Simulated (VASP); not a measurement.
# TiCo (Pm-3m) in VASP: a series of runs

Aim: see how the results for TiCo move with the level of theory and the settings. Levels: PBE+D3(BJ), LDA. Tasks: relaxation of cell and atoms.

Program: VASP 6.6.1. These are calculated values, not measurements. Logs are shortened: lines on timing, memory, paths and dates and some standing lists are left out, and cuts for length are marked.

## 1. The cell of the first run

Symmetry: Pm-3m, No. 221, cubic system. The conventional cell has a = 2.986 Å, b = 2.986 Å, c = 2.986 Å, α = 90.00°, β = 90.00°, γ = 90.00°. Within 3.4 Å of Co (site symmetry m-3m) lie 8 Ti at 2.59 Å and 6 Co at 2.99 Å. Within 3.4 Å of Ti (site symmetry m-3m) lie 8 Co at 2.59 Å and 6 Ti at 2.99 Å.

## 2. Relaxation of cell and atoms, PBE+D3(BJ), collinear spin, ferromagnetic start

Input file INCAR:

```
PREC = Accurate
ENCUT = 600
EDIFF = 1E-7
ISMEAR = -1
SIGMA = 0.05
LREAL = False
LASPH = True
NELM = 150
ALGO = Normal
ISIF = 3
LWAVE = False
LCHARG = False
ISPIN = 2
MAGMOM = 2 1
LORBIT = 11
LMAXMIX = 4
GGA = PE
IVDW = 12
IBRION = 2
NSW = 80
EDIFFG = -0.02
```

Input file KPOINTS:

```
regular mesh
0
Gamma
  9 9 9
```

Input file POSCAR:

```
TiCo
1.0
    2.9861109900      0.0000000000      0.0000000000
    0.0000000000      2.9861109900      0.0000000000
    0.0000000000      0.0000000000      2.9861109900
Co Ti
1 1
Direct
    0.5000000000      0.5000000000      0.5000000000
    0.0000000000      0.0000000000      0.0000000000
```

Potentials or basis: VASP PAW PBE potentials, release 64 (Co, Ti_sv).

On the command line:

```bash
> cat potpaw_PBE.64/Co/POTCAR potpaw_PBE.64/Ti_sv/POTCAR > POTCAR
> mpirun -np 1 vasp_std > vasp.out
```

OUTCAR:

```text
PREC = Accurate
   ENCUT = 600
   EDIFF = 1E-7
   ISMEAR = -1
   LREAL = False
   LASPH = True
   NELM = 150
   ISIF = 3
   ISPIN = 2
   LORBIT = 11
   GGA = PE
   IVDW = 12
   IBRION = 2
   NSW = 80
   EDIFFG = -0.02
 IVDW          = 12

 ion  position               nearest neighbor table
   1  0.500  0.500  0.500-   2 2.59   2 2.59   2 2.59   2 2.59   2 2.59   2 2.59   2 2.59   2 2.59

   2  0.000  0.000  0.000-   1 2.59   1 2.59   1 2.59   1 2.59   1 2.59   1 2.59   1 2.59   1 2.59

  LATTYP: Found a simple cubic cell.
 ALAT       =     2.9861109900

  Lattice vectors:

 A1 = (   2.9861109900,   0.0000000000,   0.0000000000)
 A2 = (   0.0000000000,   2.9861109900,   0.0000000000)
 A3 = (   0.0000000000,   0.0000000000,   2.9861109900)

Analysis of symmetry for initial positions (statically):
=====================================================================
 Subroutine PRICEL returns:
 Original cell was already a primitive cell.

 Routine SETGRP: Setting up the symmetry group for a
 simple cubic supercell.

 Subroutine GETGRP returns: Found 48 space group operations
 (whereof 48 operations were pure point group operations)
 out of a pool of 48 trial point group operations.

The static configuration has the point symmetry O_h .

Analysis of symmetry for dynamics (positions and initial velocities):
=====================================================================
 Subroutine PRICEL returns:
 Original cell was already a primitive cell.

 Routine SETGRP: Setting up the symmetry group for a
 simple cubic supercell.

 Subroutine GETGRP returns: Found 48 space group operations
 (whereof 48 operations were pure point group operations)
 out of a pool of 48 trial point group operations.

The dynamic configuration has the point symmetry O_h .

Analysis of structural, dynamic, and magnetic symmetry:
=====================================================================
 Subroutine PRICEL returns:
 Original cell was already a primitive cell.

 Routine SETGRP: Setting up the symmetry group for a
 simple cubic supercell.

 Subroutine GETGRP returns: Found 48 space group operations
 (whereof 48 operations were pure point group operations)
 out of a pool of 48 trial point group operations.

The overall configuration has the point symmetry O_h .

 Subroutine INISYM returns: Found 48 space group operations
 (whereof 48 operations are pure point group operations),
 and found     1 'primitive' translations

[... 93 lines left out ...]
   NELM   =    150;   NELMIN=  2; NELMDL= -5     # of ELM steps
   EDIFF  = 0.1E-06   stopping-criterion for ELM
   LREAL  =      F    real-space projection
   EDIFFG = -.2E-01   stopping-criterion for IOM
   NSW    =     80    number of steps for IOM
   IBRION =      2    ionic relax: 0-MD 1-quasi-New 2-CG
   NFREE  =      1    steps in history (QN), initial steepest desc. (CG)
   ISIF   =      3    stress and relaxation
   ISYM   =      2    0-nonsym 1-usesym 2-fastsym
   POTIM  = 0.5000    time-step for ionic-motion
   TEBEG  =    0.0;   TEEND  =   0.0 temperature during run
   PSTRESS=    0.0 pullay stress
   NELECT =      21.0000    total number of electrons
   NUPDOWN=      -1.0000    fix difference up-down
   EMIN   =  10.00;   EMAX   =-10.00  energy-range for DOS
   EFERMI =   0.00;   METHOD = LEGACY
   ISMEAR =    -1;   SIGMA  =   0.05  broadening in eV -4-tet -1-fermi 0-gaus
   EFERMI_NEDOS =   21; number of points for ismear=-14 and -15
   IALGO  =     38    algorithm
   IMIX   =      4    mixing-type and parameters
     AMIX     =   0.40;   BMIX     =  1.00
     AMIX_MAG =   1.60;   BMIX_MAG =  1.00
  volume/ion in A,a.u.               =      13.31        89.84
  Fermi-wavevector in a.u.,A,eV,Ry     =   1.512546  2.858298 31.127355  2.287796
  Thomas-Fermi vector in A             =   2.622456
   LORBIT       =     11    0 simple, 1 ext, 2 COOP (PROOUT), +10 PAW based schemes
   GGA     = PE    functional components
   LHFCALC =     F    Hartree Fock is set to
   AEXX    =    0.0000 exact exchange contribution
   IVDW    =    12    specifies the selected vdW correction
   LEPSILON=     F    determine dielectric tensor
   LRPA    =     F    only Hartree local field effects (RPA)
 conjugate gradient relaxation of ions
 spin polarized calculation
  energy-cutoff  :      600.00
  volume of cell :       26.63
 maximum number of plane-waves:       905
 NGX is ok and might be reduce to    24
   NGX = 11   NGY = 11   NGZ = 11

--------------------------------------- Ionic step        1  -------------------------------------------

 number of electron      20.9999983 magnetization       0.7933249

 Free energy of the ion-electron system (eV)
  ---------------------------------------------------
  ext. energy  EPLUGINS =         0.00000000
  ---------------------------------------------------
  free energy    TOTEN  =       -15.68294399 eV

  energy without entropy =      -15.66534431  energy(sigma->0) =      -15.67414415

 E-fermi :   9.9517     XC(G=0): -12.5741

 val. band max:        9.9495381911   @ k =   0.3333   0.2222   0.0000
 cond. band min:       9.9723252784   @ k =   0.3333   0.3333   0.1111
 fundamental gap:      0.0227870873
 Fermi energy:         9.9516585275

 spin component 1

 k-point     1 :       0.0000    0.0000    0.0000
  band No.  band energies     occupation
      1     -47.2204      1.00000
      2     -23.3138      1.00000
      3     -23.3138      1.00000
      4     -23.3138      1.00000
      5       2.2491      1.00000
      6       5.7863      1.00000
[... 986 lines left out ...]
--------------------------------------- Ionic step        3  -------------------------------------------

 number of electron      21.0000006 magnetization       0.6866077

 Free energy of the ion-electron system (eV)
  ---------------------------------------------------
  ext. energy  EPLUGINS =         0.00000000
  ---------------------------------------------------
  free energy    TOTEN  =       -15.65975995 eV

  energy without entropy =      -15.64298584  energy(sigma->0) =      -15.65137289

 E-fermi :  10.6088     XC(G=0): -12.8364

 val. band max:       10.5837410020   @ k =   0.4444   0.4444   0.1111
 cond. band min:      10.6292470271   @ k =   0.3333   0.1111   0.1111
 fundamental gap:      0.0455060252
 Fermi energy:        10.6087914289

 spin component 1

 k-point     1 :       0.0000    0.0000    0.0000
  band No.  band energies     occupation
      1     -46.5150      1.00000
      2     -22.5926      1.00000
      3     -22.5926      1.00000
      4     -22.5926      1.00000
      5       2.6907      1.00000
      6       6.2416      1.00000
[... 940 lines left out ...]
  FREE ENERGIE OF THE ION-ELECTRON SYSTEM (eV)
  ---------------------------------------------------
  free  energy   TOTEN  =       -16.7920419494 eV

  energy  without entropy=      -16.7752678395  energy(sigma->0) =      -16.78365489

 reached required accuracy - stopping structural energy minimisation

 total charge

# of ion       s       p       d       tot
------------------------------------------
    1        0.543   0.485   7.348   8.376
    2        2.258   6.196   1.903  10.358
--------------------------------------------------
tot          2.801   6.681   9.251  18.734

 magnetization (x)

# of ion       s       p       d       tot
------------------------------------------
    1        0.025  -0.005   0.720   0.739
    2       -0.002  -0.011  -0.003  -0.016
--------------------------------------------------
tot          0.022  -0.016   0.717   0.723
```

Wall time 87 s (1 thread of AMD EPYC 7R13 (Zen 3), shared host); peak memory 0.15 GiB.

What came out:

```
Free energy                                           : -16.7920 eV
Relaxed volume                                        : 12.68 Å³/atom
Relaxed cell                                          : a = 2.938 Å, b = 2.938 Å, c = 2.938 Å, α = 90.00°, β = 90.00°, γ = 90.00°
Space group after relaxing (to 0.1 Å)                 : Pm-3m (No. 221)
Energy gained by relaxing                             : 16.4 meV/atom
Ionic steps                                           : 3
Pressure after relaxing                               : 0.0 GPa
Net moment                                            : 0.69 μB per cell
Site moments                                          : Co +0.74; Ti -0.02 μB
Valence electrons inside the program's atomic spheres : Co 8.38; Ti 10.36
Dispersion energy per atom                            : -0.566 eV
```

The path:
```csv
step,energy change (eV),largest force (eV/Å),pressure (GPa),volume (Å³)
1,0.0000,0.0000,-7.89,26.63
2,0.0003,0.0000,9.57,24.18
3,-0.0329,0.0000,0.00,25.36
```

Final structure:
```cif
data_structure
_symmetry_space_group_name_H-M 'P 1'
_symmetry_Int_Tables_number 1
_cell_length_a 2.9379
_cell_length_b 2.9379
_cell_length_c 2.9379
_cell_angle_alpha 90.000
_cell_angle_beta 90.000
_cell_angle_gamma 90.000
_cell_volume 25.36
loop_
_atom_site_label
_atom_site_type_symbol
_atom_site_fract_x
_atom_site_fract_y
_atom_site_fract_z
_atom_site_occupancy
Co1 Co 0.50000 0.50000 0.50000 1
Ti1 Ti 0.00000 0.00000 0.00000 1
```

Levels at points of the mesh, in eV from the Fermi level:
Spin up:
```
           k point  band 8  band 9  band 10  band 11  band 12  band 13
(0.00, 0.00, 0.00)   -1.90   -1.90    -1.90     0.54     0.54     2.81
```
Spin down:
| k point | band 6 | band 7 | band 8 | band 9 | band 10 | band 11 | band 12 | band 13 | band 14 | band 15 |
| --- | --- | --- | --- | --- | --- | --- | --- | --- | --- | --- |
| (0.00, 0.00, 0.00) | -3.85 | -3.85 | -1.47 | -1.47 | -1.47 | 0.99 | 0.99 | 2.90 | 2.90 | 2.90 |

## 3. Relaxation of cell and atoms, LDA, collinear spin, ferromagnetic start

Input file INCAR:

```
SYSTEM = TiCo
ALGO = Normal
EDIFF = 1E-7
EDIFFG = -0.01
ENCUT = 600
GGA = CA
IBRION = 2
ISIF = 3
ISMEAR = -1
ISPIN = 2
LASPH = .True.
LCHARG = .False.
LMAXMIX = 4
LORBIT = 11
LREAL = .False.
LWAVE = .False.
MAGMOM = 2 1
NELM = 150
NSW = 80
PREC = Accurate
SIGMA = 0.05
```

Input file KPOINTS:

```
k-points
0
Gamma
  9 9 9
  0 0 0
```

POSCAR is that of step 2.

Potentials or basis: VASP PAW LDA potentials, release 64 (Co, Ti_sv).

On the command line:

```bash
> cat potpaw_LDA.64/Co/POTCAR potpaw_LDA.64/Ti_sv/POTCAR > POTCAR
> mpirun -np 1 vasp_std > vasp.out
```

Wall time 1.7 min (1 thread of AMD EPYC 7R13 (Zen 3), shared host); peak memory 0.13 GiB.

The run converged. Its results:

```yaml
Free_energy: -17.6026 eV
Relaxed_volume: 12.20 Å³/atom
Relaxed_cell: a = 2.900 Å, b = 2.900 Å, c = 2.900 Å, α = 90.00°, β = 90.00°, γ = 90.00°
Space_group_after_relaxing_to_0.1_Å: Pm-3m (No. 221)
Energy_gained_by_relaxing: 53.6 meV/atom
Ionic_steps: 4
Pressure_after_relaxing: -0.1 GPa
Net_moment: 0.00 μB per cell
Valence_electrons_inside_the_program's_atomic_spheres: Co 8.47; Ti 10.44
```

Step by step:
```
step  energy change (eV)  largest force (eV/Å)  pressure (GPa)  volume (Å³)
   1              0.0000                0.0000          -14.90        26.63
   2              0.0546                0.0000           25.01        22.14
   3             -0.1070                0.0000           -0.70        24.47
   4             -0.1071                0.0000           -0.07        24.40
```

Final structure:
```
Co Ti
1.0
     2.90049    0.00000    0.00000
     0.00000    2.90049    0.00000
     0.00000    0.00000    2.90049
Co Ti
1 1
Cartesian
  1.4502 1.4502 1.4502
  0.0000 0.0000 0.0000
```

Levels at points of the mesh, in eV from the Fermi level:
Spin up:
| k point | band 8 | band 9 | band 10 | band 11 | band 12 | band 13 |
| --- | --- | --- | --- | --- | --- | --- |
| (0.00, 0.00, 0.00) | -1.60 | -1.60 | -1.60 | 0.85 | 0.85 | 3.06 |
Spin down:
| k point | band 8 | band 9 | band 10 | band 11 | band 12 | band 13 |
| --- | --- | --- | --- | --- | --- | --- |
| (0.00, 0.00, 0.00) | -1.60 | -1.60 | -1.60 | 0.85 | 0.85 | 3.06 |

Caveat: the moments typed at the start vanished in this run.
